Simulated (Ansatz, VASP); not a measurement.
## In3BiSb2 in VASP and in Ansatz

INCAR

```
  PREC = Accurate
  ENCUT = 520
  EDIFF = 1E-6
  ISMEAR = -1
  SIGMA = 0.02
  LREAL = False
  LASPH = True
  NELM = 100
  ALGO = Normal
  ISIF = 2
  LWAVE = False
  LCHARG = False
  GGA = PE
  NBANDS = 41
```

Contents of KPOINTS:

```
Automatic mesh
0
Gamma
  6 6 6
```

File POSCAR:

```
In3BiSb2
1.0
   -2.3504914809      7.0445025414      3.3145635572
    2.3504914809     -7.0445025414      3.3145635572
    2.3504914809      7.0445025414     -3.3145635572
Sb In Bi
2 3 1
Direct
    0.3338849830      0.0009082811      0.3329767018
    0.6679315793      0.0009082811      0.6670232982
    0.5755212511      0.7457949498      0.8297263013
    0.9160686485      0.7457949498      0.1702736987
    0.2579943600      0.7579943600      0.5000000000
   -0.0014008220     -0.0014008220      0.0000000000
```

Input for Ansatz:

```yaml
crystal:
  lattice:
    - [-2.3504914809, 7.0445025414, 3.3145635572]
    - [2.3504914809, -7.0445025414, 3.3145635572]
    - [2.3504914809, 7.0445025414, -3.3145635572]
  atoms:
    - { symbol: Sb, position: [0.333884983, 0.0009082811, 0.3329767018] }
    - { symbol: In, position: [0.5755212511, 0.7457949498, 0.8297263013] }
    - { symbol: Sb, position: [0.6679315793, 0.0009082811, 0.6670232982] }
    - { symbol: In, position: [0.9160686485, 0.7457949498, 0.1702736987] }
    - { symbol: Bi, position: [-0.001400822, -0.001400822, 0.0] }
    - { symbol: In, position: [0.25799436, 0.75799436, 0.5] }
kpoints:
  mp_grid: { grid: [6, 6, 6] }
hamiltonian:
  xc: pbe
scf:
  occupations: { method: fermi_dirac, width: 0.02 }
  n_extra_bands: 5
output:
  forces: true
  stress: true
  eigenvalues: true
```

Alike in both runs: task single point; functional PBE; k mesh 6 × 6 × 6; occupations fermi-dirac, width 0.02 eV; no spin polarisation.

|  | VASP | Ansatz |
| --- | --- | --- |
| version | VASP 6.6.1 | Ansatz 0.2.0 |
| potentials or method | VASP PAW PBE potentials, release 64 (Sb, In_d, Bi_d) | plane waves, PAW |
| plane-wave cutoff (eV) | 520 | 420 |
| valence electrons in the cell | 64 | 84 |

```csv
,VASP,Ansatz,Ansatz less VASP
pressure (GPa),1.1,1.1,+0.03
rms of the force components (eV/Å),0.003,0.003,-0.0002
```

VASP's potentials hold 64 valence electrons a cell and Ansatz's 84, so a difference there can come from the potentials and not from the codes.

Neither program's run includes spin-orbit coupling.
